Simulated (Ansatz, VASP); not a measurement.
# Zn3GeO in VASP and in Ansatz

```
CELL_PARAMETERS angstrom
4.65847 0.00000 0.00000
0.00000 4.65847 0.00000
0.00000 0.00000 4.65847
ATOMIC_POSITIONS crystal
Zn 0.00000 0.50000 0.50000
Zn 0.50000 0.00000 0.50000
Zn 0.50000 0.50000 0.00000
Ge 0.50000 0.50000 0.50000
O 0.00000 0.00000 0.00000
```

Change from the starting cell: species swapped into the RbPdCl3 type (Pm-3m, No. 221).

Alike in both runs: functional PBE; k mesh 8 × 8 × 8; occupations gaussian, width 0.1 eV; no spin polarisation.

Ansatz relaxed the structure, and its values are those at the end. VASP's run is a single point on that final structure, the one shown.

|  | VASP | Ansatz |
| --- | --- | --- |
| version | VASP 6.6.1 | Ansatz 0.2.0 |
| potentials or method | VASP PAW PBE potentials, release 64 (Zn, Ge_d, O), cutoff 520 eV | scalar-relativistic, plane waves, PAW |
| valence electrons in the cell | 56 | 56 |

```csv
,VASP,Ansatz,Ansatz less VASP
gap on the k mesh at the Fermi level (eV),none,none,-
pressure (GPa),0.1,0.0,-0.16
```

A gap of «none» marks a metal or a gap that the smearing closes. The functional is the same, so the differences come from potentials, cutoffs and numerics.
